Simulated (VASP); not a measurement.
# Mn (P6_3/mmc) in VASP: notebook, part 2 of 2

VASP 6.6.1. The steps go on from the part before.

### 6 Single point, revPBE, collinear spin, antiferromagnetic start (volume scaled by 0.96)

INCAR reads:

```
SYSTEM = Mn
PREC = Accurate
ENCUT = 520
EDIFF = 1E-6
ISMEAR = -1
SIGMA = 0.05
LREAL = .False.
LASPH = .True.
NELM = 150
ALGO = Normal
ISIF = 2
LWAVE = .False.
LCHARG = .False.
ISPIN = 2
MAGMOM = 0.7 -0.7
LORBIT = 11
LMAXMIX = 4
GGA = RE
NBANDS = 24
```

KPOINTS reads:

```
Automatic mesh
0
Gamma
  16 16 9
  0 0 0
```

POSCAR reads:

```
Mn
1.0
    2.4653171175      0.0000000000      0.0000000000
   -1.2326585587      2.1350272522      0.0000000000
    0.0000000000      0.0000000000      4.0026088247
Mn
2
Direct
    0.3333333333      0.6666666667      0.2500000000
    0.6666666667      0.3333333333      0.7500000000
```

Potentials or basis: VASP PAW PBE potentials, release 64 (Mn_pv).

On the command line:

```bash
$ cat potpaw_PBE.64/Mn_pv/POTCAR > POTCAR
$ mpirun -np 1 vasp_std > vasp.out
```

OUTCAR:

```text
SYSTEM = Mn
   PREC = Accurate
   ENCUT = 520
   EDIFF = 1E-6
   ISMEAR = -1
   LREAL = .False.
   LASPH = .True.
   NELM = 150
   ISIF = 2
   ISPIN = 2
   LORBIT = 11
   GGA = RE

 ion  position               nearest neighbor table
   1  0.333  0.667  0.250-   2 2.46   2 2.46   2 2.46   2 2.46   2 2.46   2 2.46
   2  0.667  0.333  0.750-   1 2.46   1 2.46   1 2.46   1 2.46   1 2.46   1 2.46

  LATTYP: Found a hexagonal cell.
 ALAT       =     2.4653171175
 C/A-ratio  =     1.6235675306

  Lattice vectors:

 A1 = (   2.4653171175,   0.0000000000,   0.0000000000)
 A2 = (  -1.2326585587,   2.1350272522,   0.0000000000)
 A3 = (   0.0000000000,   0.0000000000,   4.0026088247)

Analysis of symmetry for initial positions (statically):
=====================================================================
 Subroutine PRICEL returns:
 Original cell was already a primitive cell.

 Routine SETGRP: Setting up the symmetry group for a
 hexagonal supercell.

 Subroutine GETGRP returns: Found 24 space group operations
 (whereof 12 operations were pure point group operations)
[... 842 lines left out ...]

 k-point     1 :       0.0000    0.0000    0.0000
  band No.  band energies     occupation
      1     -37.6660      1.00000
      2     -37.0459      1.00000
      3     -37.0459      1.00000
      4     -36.6968      1.00000
      5     -36.6364      1.00000
      6     -36.6364      1.00000
[... 637 lines left out ...]
     23      30.9999      0.00000
     24      31.7268      0.00000

 [... further k-points ...]
[... 5 lines left out ...]
  --------------------------------------------------------------------------------------
  -------------------------------------------------------------------------------------
  Total        1.3310008      1.3310008      1.2039443      0.0000000      0.0000000      0.0000000
  in kB      101.2207475    101.2207475     91.5582813      0.0000000      0.0000000      0.0000000
  external PRESSURE =      97.9999254 kB  Pullay stress =       0.0000000 kB

 VOLUME and BASIS-vectors are now :
 -----------------------------------------------------------------------------
  energy-cutoff  :      520.00
  volume of cell :       21.07
      direct lattice vectors                 reciprocal lattice vectors
     2.465317118  0.000000000  0.000000000     0.405627330  0.234189048  0.000000000
    -1.232658559  2.135027252  0.000000000     0.000000000  0.468378096  0.000000000
     0.000000000  0.000000000  4.002608825     0.000000000  0.000000000  0.249837055

 POSITION                                       TOTAL-FORCE (eV/Angst)
 -----------------------------------------------------------------------------------
     -0.00000      1.42335      1.00065         0.000000     -0.000000      0.000000
      1.23266      0.71168      3.00196         0.000000      0.000000      0.000000
 -----------------------------------------------------------------------------------
    total drift:                                0.000000     -0.000000      0.000000

  FREE ENERGIE OF THE ION-ELECTRON SYSTEM (eV)
  ---------------------------------------------------
  free  energy   TOTEN  =       -17.0194072917 eV

  energy  without entropy=      -17.0001319654  energy(sigma->0) =      -17.00976963

 total charge

# of ion       s       p       d       tot
------------------------------------------
    1        0.434   6.412   5.174  12.021
    2        0.434   6.412   5.174  12.021
--------------------------------------------------
tot          0.869  12.825  10.349  24.042

 magnetization (x)

# of ion       s       p       d       tot
------------------------------------------
    1        0.003   0.007   0.399   0.409
    2       -0.003  -0.007  -0.399  -0.409
--------------------------------------------------
tot          0.000   0.000   0.000   0.000
```

stdout:

```text
POSCAR found type information on POSCAR Mn
 POSCAR found :  1 types and       2 ions
 scaLAPACK will be used
 -----------------------------------------------------------------------------
|                                                                             |
|                                                                             |
|     You enforced a specific xc type in the INCAR file but a different       |
|     I HOPE YOU KNOW WHAT YOU ARE DOING!                                     |
|                                                                             |
 -----------------------------------------------------------------------------

 LDA part: xc-table for (Slater+PW92), standard interpolation
 POSCAR, INCAR and KPOINTS ok, starting setup
 FFT: planning ... GRIDC
 FFT: planning ... GRID_SOFT
 FFT: planning ... GRID
 WAVECAR not read
 entering main loop
```

Run time: 5.3 min. Hardware: 1 thread of AMD EPYC 7R13, shared host; peak memory 0.18 GiB.

Results:

```yaml
Free_energy: -17.0194 eV
Pressure: 9.8 GPa
Band_gap_on_the_k_mesh: zero (filled and empty bands overlap)
Net_moment: 0.00 μB per cell
Site_moments: Mn +0.41, -0.41 μB
Valence_electrons_inside_the_program's_atomic_spheres: Mn 12.02
```

Stress tensor (GPa, compression positive):
```
10.12  0.00  0.00
 0.00 10.12  0.00
 0.00  0.00  9.16
```

Caveat: the cell differs from its parent crystal (volume scaled by 0.96); the PAW data sets were made with another functional, which shifts forces and pressure a little.

### 7 Single point, revPBE, collinear spin, antiferromagnetic start

This run uses another cell than the first one, of 10.97 Å³/atom, 0.901 times its volume.

INCAR reads:

```
SYSTEM = Mn
PREC = Accurate ; ENCUT = 520
EDIFF = 1E-7 ; ISMEAR = -1
SIGMA = 0.05 ; LREAL = .FALSE.
LASPH = .TRUE. ; NELM = 150
ALGO = Normal ; ISIF = 2
LWAVE = .FALSE. ; LCHARG = .FALSE.
ISPIN = 2 ; MAGMOM = 0.7 -0.7
LORBIT = 11 ; LMAXMIX = 4
GGA = RE ; NBANDS = 24
```

KPOINTS reads:

```
Automatic mesh
0
G
  16 16 9
  0 0 0
```

POSCAR reads:

```
Mn
1.0
    2.4990927820      0.0000000000      0.0000000000
   -1.2495463910      2.1642778356      0.0000000000
    0.0000000000      0.0000000000      4.0574458969
Mn
2
Direct
    0.3333333333      0.6666666667      0.2500000000
    0.6666666667      0.3333333333      0.7500000000
```

Potentials or basis: VASP PAW PBE potentials, release 64 (Mn_pv).

On the command line:

```bash
$ cat potpaw_PBE.64/Mn_pv/POTCAR > POTCAR
$ mpirun -np 1 vasp_std > vasp.out
```

OUTCAR:

```text
SYSTEM = Mn
   PREC = Accurate
   ENCUT = 520
   EDIFF = 1E-7
   ISMEAR = -1
   LREAL = .FALSE.
   LASPH = .TRUE.
   NELM = 150
   ISIF = 2
   ISPIN = 2
   LORBIT = 11
   GGA = RE

 ion  position               nearest neighbor table
   1  0.333  0.667  0.250-   2 2.49   2 2.49   2 2.49   2 2.49   2 2.49   2 2.49
   2  0.667  0.333  0.750-   1 2.49   1 2.49   1 2.49   1 2.49   1 2.49   1 2.49

  LATTYP: Found a hexagonal cell.
 ALAT       =     2.4990927820
 C/A-ratio  =     1.6235675306

  Lattice vectors:

 A1 = (   2.4990927820,   0.0000000000,   0.0000000000)
 A2 = (  -1.2495463910,   2.1642778356,   0.0000000000)
[... 1515 lines left out ...]

 VOLUME and BASIS-vectors are now :
 -----------------------------------------------------------------------------
  energy-cutoff  :      520.00
  volume of cell :       21.95
      direct lattice vectors                 reciprocal lattice vectors
     2.499092782  0.000000000  0.000000000     0.400145208  0.231023943  0.000000000
    -1.249546391  2.164277836  0.000000000     0.000000000  0.462047887  0.000000000
     0.000000000  0.000000000  4.057445897     0.000000000  0.000000000  0.246460464

 POSITION                                       TOTAL-FORCE (eV/Angst)
 -----------------------------------------------------------------------------------
     -0.00000      1.44285      1.01436         0.000000      0.000000      0.000000
      1.24955      0.72143      3.04308        -0.000000     -0.000000      0.000000
 -----------------------------------------------------------------------------------
    total drift:                                0.000000     -0.000000      0.000000

  FREE ENERGIE OF THE ION-ELECTRON SYSTEM (eV)
  ---------------------------------------------------
  free  energy   TOTEN  =       -17.0461872011 eV

  energy  without entropy=      -17.0272355944  energy(sigma->0) =      -17.03671140

 total charge

# of ion       s       p       d       tot
------------------------------------------
    1        0.418   6.385   5.137  11.940
    2        0.418   6.385   5.137  11.940
--------------------------------------------------
tot          0.836  12.769  10.274  23.880

 magnetization (x)

# of ion       s       p       d       tot
------------------------------------------
    1        0.006   0.013   0.736   0.754
    2       -0.006  -0.013  -0.736  -0.754
--------------------------------------------------
tot          0.000   0.000   0.000   0.000
```

OSZICAR:

```text
N       E                     dE             d eps       ncg     rms          rms(c)
DAV:   1     0.248517656130E+03    0.24852E+03   -0.14943E+04 14664   0.153E+03
DAV:   2    -0.102016642403E+02   -0.25872E+03   -0.24706E+03 14712   0.401E+02
[... 12 lines left out ...]
DAV:  15    -0.170461644092E+02   -0.93728E-04   -0.63000E-03 16528   0.477E-01    0.129E-02
DAV:  16    -0.170461854115E+02   -0.21002E-04   -0.49775E-05 16160   0.519E-02    0.477E-03
DAV:  17    -0.170461873843E+02   -0.19728E-05   -0.65873E-06 17168   0.163E-02    0.191E-03
DAV:  18    -0.170461874948E+02   -0.11050E-06   -0.16541E-06 11904   0.722E-03    0.720E-04
DAV:  19    -0.170461873686E+02    0.12620E-06   -0.62208E-07 14552   0.380E-03    0.380E-04
DAV:  20    -0.170461872317E+02    0.13692E-06   -0.37751E-08  7464   0.177E-03    0.157E-04
DAV:  21    -0.170461872011E+02    0.30637E-07   -0.60140E-09  7432   0.599E-04
   1 F= -.17046187E+02 E0= -.17036711E+02  d E =-.189516E-01  mag=     0.0000
```

stdout:

```text
POSCAR found type information on POSCAR Mn
 POSCAR found :  1 types and       2 ions
 scaLAPACK will be used
 -----------------------------------------------------------------------------
|                                                                             |
|                                                                             |
|     You enforced a specific xc type in the INCAR file but a different       |
|     I HOPE YOU KNOW WHAT YOU ARE DOING!                                     |
|                                                                             |
 -----------------------------------------------------------------------------

 LDA part: xc-table for (Slater+PW92), standard interpolation
 POSCAR, INCAR and KPOINTS ok, starting setup
 FFT: planning ... GRIDC
 FFT: planning ... GRID_SOFT
 FFT: planning ... GRID
 WAVECAR not read
 entering main loop
```

Run time: 7.2 min. Hardware: 1 thread of AMD EPYC 7R13, shared host; peak memory 0.19 GiB.

What came out:

| Item | Value |
| --- | --- |
| Free energy | -17.0462 eV |
| Pressure | 0.3 GPa |
| Band gap on the k mesh | zero (filled and empty bands overlap) |
| Net moment | 0.00 μB per cell |
| Site moments | Mn +0.75, -0.75 μB |
| Valence electrons inside the program's atomic spheres | Mn 11.94 |

Caveat: the PAW data sets were made with another functional, which shifts forces and pressure a little.

### 8 The runs side by side

| spin | cell | k mesh | smearing | gap on the mesh (eV) | pressure (GPa) | moment (μB) |
| --- | --- | --- | --- | --- | --- | --- |
| off | a = 2.591, b = 2.591, c = 4.189 Å, angles 90.0, 90.0, 120.0°, 2 atoms | 16 × 16 × 9 | fermi-dirac 0.1 eV | none | -23.3 | - |
| collinear, antiferromagnetic start | a = 2.499, b = 2.499, c = 4.057 Å, angles 90.0, 90.0, 120.0°, 2 atoms | 14 × 14 × 8 | fermi-dirac 0.05 eV | none | 0.3 | 0.00 |
| collinear, antiferromagnetic start | a = 2.395, b = 2.395, c = 3.888 Å, angles 90.0, 90.0, 120.0°, 2 atoms | 16 × 16 × 9 | fermi-dirac 0.05 eV | none | 41.2 | 0.00 |
| collinear, antiferromagnetic start | a = 2.431, b = 2.431, c = 3.946 Å, angles 90.0, 90.0, 120.0°, 2 atoms | 16 × 16 × 9 | fermi-dirac 0.05 eV | none | 23.2 | 0.00 |
| collinear, antiferromagnetic start | a = 2.465, b = 2.465, c = 4.003 Å, angles 90.0, 90.0, 120.0°, 2 atoms | 16 × 16 × 9 | fermi-dirac 0.05 eV | none | 9.8 | 0.00 |
| collinear, antiferromagnetic start | a = 2.499, b = 2.499, c = 4.057 Å, angles 90.0, 90.0, 120.0°, 2 atoms | 16 × 16 × 9 | fermi-dirac 0.05 eV | none | 0.3 | 0.00 |

Alike in all rows: task single point; level revPBE; potentials or basis VASP PAW PBE potentials, release 64 (Mn_pv); cutoff (eV) 520.

Caveats: the PAW data sets were made with another functional, which shifts forces and pressure a little.

Total energies depend on the potentials used, so only differences within one code and one set of settings carry meaning.
